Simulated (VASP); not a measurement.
Write the native input for VASP 6.6.1 that does the following.

```
Task                   : single point
Functional             : LDA
Potentials or basis    : VASP PAW LDA potentials, release 64 (Ta_pv, Ru_pv)
Cutoff                 : 520 eV
k mesh                 : 18 × 18 × 12
Occupations            : gaussian, width 0.15 eV
Spin                   : no spin polarisation
Dipole correction      : no
Further INCAR settings : ALGO = Fast; EDIFF = 1e-07; NBANDS = 20
```

The structure of TaRu lies in POSCAR:

```
TaRu
1.0
    1.5879571200     -2.3416130000      0.0000000000
    1.5879571200      2.3416130000      0.0000000000
    0.0000000000      0.0000000000      4.1624230000
Ta Ru
1 1
Direct
    0.5000000000      0.5000000000      0.5000000000
    0.0000000000      0.0000000000      0.0000000000
```

This cell differs from its parent crystal: strain -0.0400 x Voigt [1, 0, 0, 0, 0, 0].

The input as run:

INCAR

```
ALGO     = Fast           # electronic algorithm
EDIFF    = 1E-7           # SCF threshold, eV
ENCUT    = 520            # plane-wave cutoff, eV
GGA      = CA             # functional
ISIF     = 2              # what is computed and relaxed
ISMEAR   = 0              # smearing method
LASPH    = T              # aspherical terms in the spheres
LCHARG   = F              # write CHGCAR
LREAL    = F              # projectors in reciprocal space
LWAVE    = F              # write WAVECAR
NBANDS   = 20             # bands
NELM     = 100            # most SCF steps
PREC     = Accurate       # precision mode
SIGMA    = 0.15           # smearing width, eV
```

KPOINTS

```
k-points
0
Gamma
  18 18 12
```

Potentials or basis: VASP PAW LDA potentials, release 64 (Ta_pv, Ru_pv).

Launch:

```console
$ cat potpaw_LDA.64/Ta_pv/POTCAR potpaw_LDA.64/Ru_pv/POTCAR > POTCAR
$ mpirun -np 1 vasp_std > vasp.out
```

It gave:

```yaml
Pressure: -3.1 GPa
```

Caveat: the cell differs from its parent crystal (strain -0.0400 x Voigt [1, 0, 0, 0, 0, 0]).

It took 9.3 min on 1 thread of Intel Xeon 8259CL, on a shared host, peak memory 0.47 GiB.
